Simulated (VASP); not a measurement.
# Hf5N4 in VASP: notebook

The runs below take Hf5N4 through single point, with PBEsol.

Everything below comes from runs of VASP 6.6.1. Logs are shortened: lines on timing, memory, paths and dates and some standing lists are left out, and cuts for length are marked.

**1. The cell of the first run**

The cell holds a slab with vacuum, 9 atoms: a = 3.183 Å, b = 3.183 Å, c = 25.396 Å, α = 90.00°, β = 90.00°, γ = 120.00°.

**2. Single point, PBEsol**

Contents of INCAR:

```
ALGO = Normal
DIPOL = 0.5 0.5 0.500
EDIFF = 1E-7
ENCUT = 520
GGA = PS
IDIPOL = 3
ISIF = 2
ISMEAR = 0
LASPH = T
LCHARG = F
LDIPOL = T
LREAL = F
LWAVE = F
NBANDS = 45
NELM = 60
PREC = Accurate
SIGMA = 0.1
```

Contents of KPOINTS:

```
k-points
0
Gamma
  12 12 1
```

Contents of POSCAR:

```
Hf5N4
1.0
    3.1830776067      0.0000000000      0.0000000000
   -1.5915388034      2.7566260697      0.0000000000
    0.0000000000      0.0000000000     25.3958879309
Hf N
5 4
Direct
    0.3333333333      0.6666666667      0.2953234012
    0.0000000000      0.0000000000      0.3976617006
    0.6666666667      0.3333333333      0.5000000000
    0.3333333333      0.6666666667      0.6023382994
    0.0000000000      0.0000000000      0.7046765988
    0.6666666667      0.3333333333      0.3464925509
    0.3333333333      0.6666666667      0.4488308503
    0.0000000000      0.0000000000      0.5511691497
    0.6666666667      0.3333333333      0.6535074491
```

Potentials or basis: VASP PAW PBE potentials, release 64 (Hf_pv, N).

On the command line:

```console
cat potpaw_PBE.64/Hf_pv/POTCAR potpaw_PBE.64/N/POTCAR > POTCAR
mpirun -np 1 vasp_std > vasp.out
```

OUTCAR:

```text
EDIFF = 1E-7
   ENCUT = 520
   GGA = PS
   ISIF = 2
   ISMEAR = 0
   LASPH = T
   LREAL = F
   NELM = 60
   PREC = Accurate

 ion  position               nearest neighbor table
   1  0.333  0.667  0.295-   6 2.25   6 2.25   6 2.25   2 3.18   2 3.18   2 3.18
   2  0.000  0.000  0.398-   6 2.25   7 2.25   6 2.25   7 2.25   6 2.25   7 2.25   1 3.18   3 3.18
                             1 3.18   3 3.18   1 3.18   3 3.18
   3  0.667  0.333  0.500-   7 2.25   8 2.25   7 2.25   8 2.25   8 2.25   7 2.25   4 3.18   2 3.18
                             4 3.18   2 3.18   2 3.18   4 3.18
   4  0.333  0.667  0.602-   9 2.25   8 2.25   9 2.25   8 2.25   8 2.25   9 2.25   3 3.18   5 3.18
                             3 3.18   5 3.18   5 3.18   3 3.18
   5  0.000  0.000  0.705-   9 2.25   9 2.25   9 2.25   4 3.18   4 3.18   4 3.18
   6  0.667  0.333  0.346-   1 2.25   2 2.25   1 2.25   2 2.25   2 2.25   1 2.25
   7  0.333  0.667  0.449-   3 2.25   2 2.25   3 2.25   2 2.25   2 2.25   3 2.25
   8  0.000  0.000  0.551-   3 2.25   4 2.25   3 2.25   4 2.25   3 2.25   4 2.25
   9  0.667  0.333  0.654-   4 2.25   5 2.25   4 2.25   5 2.25   5 2.25   4 2.25

  LATTYP: Found a hexagonal cell.
 ALAT       =     3.1830776067
 C/A-ratio  =     7.9784067713

  Lattice vectors:

 A1 = (   3.1830776067,   0.0000000000,   0.0000000000)
 A2 = (  -1.5915388034,   2.7566260697,   0.0000000000)
 A3 = (   0.0000000000,   0.0000000000,  25.3958879309)

Analysis of symmetry for initial positions (statically):
=====================================================================
 Subroutine PRICEL returns:
 Original cell was already a primitive cell.

 Routine SETGRP: Setting up the symmetry group for a
 hexagonal supercell.

 Subroutine GETGRP returns: Found 12 space group operations
 (whereof  6 operations were pure point group operations)
 out of a pool of 24 trial point group operations.

The static configuration has the point symmetry C_3v.
 The point group associated with its full space group is D_3d.

Analysis of symmetry for dynamics (positions and initial velocities):
=====================================================================
 Subroutine PRICEL returns:
 Original cell was already a primitive cell.

 Routine SETGRP: Setting up the symmetry group for a
 hexagonal supercell.

 Subroutine GETGRP returns: Found 12 space group operations
 (whereof  6 operations were pure point group operations)
 out of a pool of 24 trial point group operations.

The dynamic configuration has the point symmetry C_3v.
 The point group associated with its full space group is D_3d.

 Subroutine INISYM returns: Found 12 space group operations
 (whereof  6 operations are pure point group operations),
 and found     1 'primitive' translations

----------------------------------------------------------------------------------------

                                     Primitive cell

  volume of cell :     222.8376

  direct lattice vectors                    reciprocal lattice vectors
     3.183077607  0.000000000  0.000000000     0.314161363  0.181381148  0.000000000
    -1.591538803  2.756626070  0.000000000     0.000000000  0.362762295  0.000000000
     0.000000000  0.000000000 25.395887931     0.000000000  0.000000000  0.039376453

  length of vectors
     3.183077607  3.183077607 25.395887931     0.362762295  0.362762295  0.039376453

  position of ions in fractional coordinates (direct lattice)
     0.333333333  0.666666667  0.295323401
     0.000000000  0.000000000  0.397661701
     0.666666667  0.333333333  0.500000000
     0.333333333  0.666666667  0.602338299
     0.000000000  0.000000000  0.704676599
     0.666666667  0.333333333  0.346492551
     0.333333333  0.666666667  0.448830850
     0.000000000  0.000000000  0.551169150
     0.666666667  0.333333333  0.653507449

  ion indices of the primitive-cell ions
   primitive index   ion index
                 1           1
                 2           2
                 3           3
                 4           4
                 5           5
                 6           6
                 7           7
                 8           8
                 9           9

----------------------------------------------------------------------------------------

 KPOINTS: k-points

Automatic generation of k-mesh.
 Grid dimensions read from file:
 generate k-points for:   12   12    1

 Generating k-lattice:

  Cartesian coordinates                     Fractional coordinates (reciprocal lattice)
     0.026180114  0.015115096  0.000000000     0.083333333  0.000000000  0.000000000
     0.000000000  0.030230191  0.000000000     0.000000000  0.083333333  0.000000000
     0.000000000  0.000000000  0.039376453     0.000000000  0.000000000  1.000000000

  Length of vectors
     0.030230191  0.030230191  0.039376453

  Shift w.r.t. Gamma in fractional coordinates (k-lattice)
     0.000000000  0.000000000  0.000000000

 Subroutine IBZKPT returns following result:
 ===========================================

 Found     19 irreducible k-points:

 Following reciprocal coordinates:
            Coordinates               Weight
  0.000000  0.000000  0.000000      1.000000
  0.083333 -0.000000  0.000000      6.000000
  0.166667  0.000000  0.000000      6.000000
  0.250000 -0.000000  0.000000      6.000000
  0.333333  0.000000  0.000000      6.000000
  0.416667 -0.000000  0.000000      6.000000
[... 11 lines left out ...]
  0.333333  0.250000  0.000000     12.000000
  0.333333  0.333333  0.000000      2.000000
   k-points           NKPTS =     19   k-points in BZ     NKDIM =     19   number of bands    NBANDS=     45
   number of dos      NEDOS =    301   number of ions     NIONS =      9
   total plane-waves  NPLWV = 110592
   dimension x,y,z NGX =    24 NGY =   24 NGZ =  192
   dimension x,y,z NGXF=    48 NGYF=   48 NGZF=  384
   ions per type =               5   4
   NGX,Y,Z   is equivalent  to a cutoff of  12.53, 12.53, 12.57 a.u.
   NGXF,Y,Z  is equivalent  to a cutoff of  25.07, 25.07, 25.14 a.u.
 SYSTEM =  unknown system
   PREC   = accura    normal or accurate (medium, high low for compatibility)
   ISTART =      0    job   : 0-new  1-cont  2-samecut
   ICHARG =      2    charge: 1-file 2-atom 10-const
   ISPIN  =      1    spin polarized calculation?
   LNONCOLLINEAR =      F non collinear calculations
   LSORBIT =      F    spin-orbit coupling
   LASPH  =      T    aspherical Exc in radial PAW
   ENCUT  =  520.0 eV  38.22 Ry    6.18 a.u.   5.92  5.92 47.22*2*pi/ulx,y,z
   NELM   =     60;   NELMIN=  2; NELMDL= -5     # of ELM steps
   EDIFF  = 0.1E-06   stopping-criterion for ELM
   LREAL  =      F    real-space projection
   EDIFFG = 0.1E-05   stopping-criterion for IOM
   NSW    =      0    number of steps for IOM
   IBRION =     -1    ionic relax: 0-MD 1-quasi-New 2-CG
   NFREE  =      0    steps in history (QN), initial steepest desc. (CG)
   ISIF   =      2    stress and relaxation
   ISYM   =      2    0-nonsym 1-usesym 2-fastsym
   POTIM  = 0.5000    time-step for ionic-motion
   TEBEG  =    0.0;   TEEND  =   0.0 temperature during run
   PSTRESS=    0.0 pullay stress
   NELECT =      70.0000    total number of electrons
   NUPDOWN=      -1.0000    fix difference up-down
   EMIN   =  10.00;   EMAX   =-10.00  energy-range for DOS
   EFERMI =   0.00;   METHOD = LEGACY
   ISMEAR =     0;   SIGMA  =   0.10  broadening in eV -4-tet -1-fermi 0-gaus
   EFERMI_NEDOS =   21; number of points for ismear=-14 and -15
   IALGO  =     38    algorithm
   IMIX   =      4    mixing-type and parameters
     AMIX     =   0.40;   BMIX     =  1.00
     AMIX_MAG =   1.60;   BMIX_MAG =  1.00
  volume/ion in A,a.u.               =      24.76       167.09
  Fermi-wavevector in a.u.,A,eV,Ry     =   1.112871  2.103021 16.850558  1.238481
  Thomas-Fermi vector in A             =   2.249449
   LORBIT       =      0    0 simple, 1 ext, 2 COOP (PROOUT), +10 PAW based schemes
   GGA     = PS    functional components
   LHFCALC =     F    Hartree Fock is set to
   AEXX    =    0.0000 exact exchange contribution
   IVDW    =     0    specifies the selected vdW correction
   LEPSILON=     F    determine dielectric tensor
   LRPA    =     F    only Hartree local field effects (RPA)
 non-spin polarized calculation
 Gauss-broadening in eV      SIGMA  =   0.10
  energy-cutoff  :      520.00
  volume of cell :      222.84
 maximum number of plane-waves:      6037
 NGX is ok and might be reduce to    24
   NGX = 11   NGY = 11   NGZ = 95

 dipolmoment           0.000000      0.000000     -0.000000 electrons x Angstroem

 number of electron      70.0000014 magnetization

 dipolmoment           0.000000      0.000000      0.000000 electrons x Angstroem

 Free energy of the ion-electron system (eV)
  ---------------------------------------------------
  ext. energy  EPLUGINS =         0.00000000
  ---------------------------------------------------
  free energy    TOTEN  =      -100.05080408 eV

  energy without entropy =     -100.00800471  energy(sigma->0) =     -100.02940439

 E-fermi :   1.7136     XC(G=0):  -7.2466

 val. band max:        1.7041907683   @ k =   0.0833  -0.0000   0.0000
 cond. band min:       1.7204324624   @ k =   0.4167  -0.0000   0.0000
 fundamental gap:      0.0162416941
 Fermi energy:         1.7136490391

 k-point     1 :       0.0000    0.0000    0.0000
  band No.  band energies     occupation
      1     -30.2105      2.00000
      2     -29.9473      2.00000
      3     -29.6942      2.00000
      4     -29.4151      2.00000
      5     -29.4031      2.00000
      6     -29.4031      2.00000
[... 37 lines left out ...]
     44       3.9305      0.00000
     45       4.0309      0.00000
[... 823 lines left out ...]
      5     -29.8154      2.00000
      6     -29.8154      2.00000
[... 37 lines left out ...]
     44       5.2478      0.00000
     45       5.2478      0.00000

------------------------ aborting loop because EDIFF is reached ----------------------------------------

 vacuum level on the upper side and lower side of the slab       (xc-potential included)        -0.143        -0.143

  FORCE on cell =-STRESS in cart. coord.  units (eV):
  Direction    XX          YY          ZZ          XY          YZ          ZX
  --------------------------------------------------------------------------------------
  -------------------------------------------------------------------------------------
  Total       -4.4735471     -4.4735471     -2.6623368      0.0000000     -0.0000000      0.0000000
  in kB      -32.1643003    -32.1643003    -19.1419020      0.0000000     -0.0000000      0.0000000
  external PRESSURE =     -27.8235009 kB  Pullay stress =       0.0000000 kB

 VOLUME and BASIS-vectors are now :
 -----------------------------------------------------------------------------
  energy-cutoff  :      520.00
  volume of cell :      222.84
      direct lattice vectors                 reciprocal lattice vectors
     3.183077607  0.000000000  0.000000000     0.314161363  0.181381148  0.000000000
    -1.591538803  2.756626070  0.000000000     0.000000000  0.362762295  0.000000000
     0.000000000  0.000000000 25.395887931     0.000000000  0.000000000  0.039376453

 POSITION                                       TOTAL-FORCE (eV/Angst)
 -----------------------------------------------------------------------------------
     -0.00000      1.83775      7.50000         0.000000     -0.000000      0.545568
      0.00000      0.00000     10.09897         0.000000     -0.000000     -0.763245
      1.59154      0.91888     12.69794         0.000000     -0.000000     -0.000000
     -0.00000      1.83775     15.29692        -0.000000     -0.000000      0.763245
      0.00000      0.00000     17.89589         0.000000     -0.000000     -0.545568
      1.59154      0.91888      8.79949        -0.000000     -0.000000      0.105876
     -0.00000      1.83775     11.39846         0.000000     -0.000000      0.024970
      0.00000      0.00000     13.99743        -0.000000      0.000000     -0.024970
      1.59154      0.91888     16.59640        -0.000000      0.000000     -0.105876
 -----------------------------------------------------------------------------------
    total drift:                               -0.000000      0.000000      0.000000

  FREE ENERGIE OF THE ION-ELECTRON SYSTEM (eV)
  ---------------------------------------------------
  free  energy   TOTEN  =      -100.0508040771 eV

  energy  without entropy=     -100.0080047113  energy(sigma->0) =     -100.02940439

 vacuum level on the upper side and lower side of the slab         6.148         6.148
```

It took 4.1 min on 1 thread of AMD EPYC 9R45 (Zen 5), shared host; peak memory 0.37 GiB.

Results:

- Free energy: -100.0508 eV
- Largest force: 0.763 eV/Å
- Band gap on the k mesh: zero (bands 35 and 36 overlap by 0.55 eV)

Forces in eV/Å, atoms in the order of the input:
```
Hf   0.000  0.000  0.546
Hf   0.000  0.000 -0.763
Hf   0.000  0.000  0.000
Hf   0.000  0.000  0.763
Hf   0.000  0.000 -0.546
N    0.000  0.000  0.106
N    0.000  0.000  0.025
N    0.000  0.000 -0.025
N    0.000  0.000 -0.106
```

Caveat: the PAW data sets were made with another functional, which shifts forces and pressure a little; spin-orbit coupling is left out, which moves the levels of the heavy elements.

**3. Single point, PBEsol**

Contents of INCAR:

```
SYSTEM = Hf5N4
  ALGO = Normal
  DIPOL = 0.5 0.5 0.500
  EDIFF = 1E-7
  ENCUT = 520
  GGA = PS
  IDIPOL = 3
  ISIF = 2
  ISMEAR = 0
  LASPH = .TRUE.
  LCHARG = .FALSE.
  LDIPOL = .TRUE.
  LREAL = .FALSE.
  LWAVE = .FALSE.
  NBANDS = 45
  NELM = 80
  PREC = Accurate
  SIGMA = 0.1
```

Contents of KPOINTS:

```
k-points
0
G
  12 12 1
  0 0 0
```

Contents of POSCAR:

```
Hf5N4
1.0
    3.1830776067      0.0000000000      0.0000000000
   -1.5915388034      2.7566260696      0.0000000000
    0.0000000000      0.0000000000     25.3958879309
Hf N
5 4
Direct
    0.3333333333      0.6666666667      0.2967130039
    0.0000000000      0.0000000000      0.3964015733
    0.6666666667      0.3333333333      0.4999999990
    0.3333333333      0.6666666667      0.6035984263
    0.0000000000      0.0000000000      0.7032869987
    0.6666666667      0.3333333333      0.3467718442
    0.3333333333      0.6666666667      0.4487529187
    0.0000000000      0.0000000000      0.5512470802
    0.6666666667      0.3333333333      0.6532281557
```

Potentials or basis: VASP PAW PBE potentials, release 64 (Hf_pv, N).

On the command line:

```console
cat potpaw_PBE.64/Hf_pv/POTCAR potpaw_PBE.64/N/POTCAR > POTCAR
mpirun -np 1 vasp_std > vasp.out
```

Wall time 4.3 min (1 thread of AMD EPYC 9R45 (Zen 5), shared host); peak memory 0.37 GiB.

Results (log left out):

* Free energy: -100.0999 eV
* Largest force: 0.110 eV/Å
* Band gap on the k mesh: zero (bands 35 and 36 overlap by 0.53 eV)

Forces on the atoms (eV/Å):
```
Hf   0.000  0.000  0.110
Hf   0.000  0.000 -0.006
Hf   0.000  0.000  0.000
Hf   0.000  0.000  0.006
Hf   0.000  0.000 -0.110
N    0.000  0.000  0.020
N    0.000  0.000 -0.006
N    0.000  0.000  0.006
N    0.000  0.000 -0.020
```

Levels at points of the mesh, in eV from the Fermi level:
```
           k point  band 33  band 34  band 35  band 36  band 37  band 38
(0.00, 0.00, 0.00)    -1.37    -0.18    -0.08    -0.08     0.11     0.61
(0.50, 0.00, 0.00)    -2.17    -0.51     0.31     0.32     1.28     2.03
```

Caveat: the PAW data sets were made with another functional, which shifts forces and pressure a little; spin-orbit coupling is left out, which moves the levels of the heavy elements.
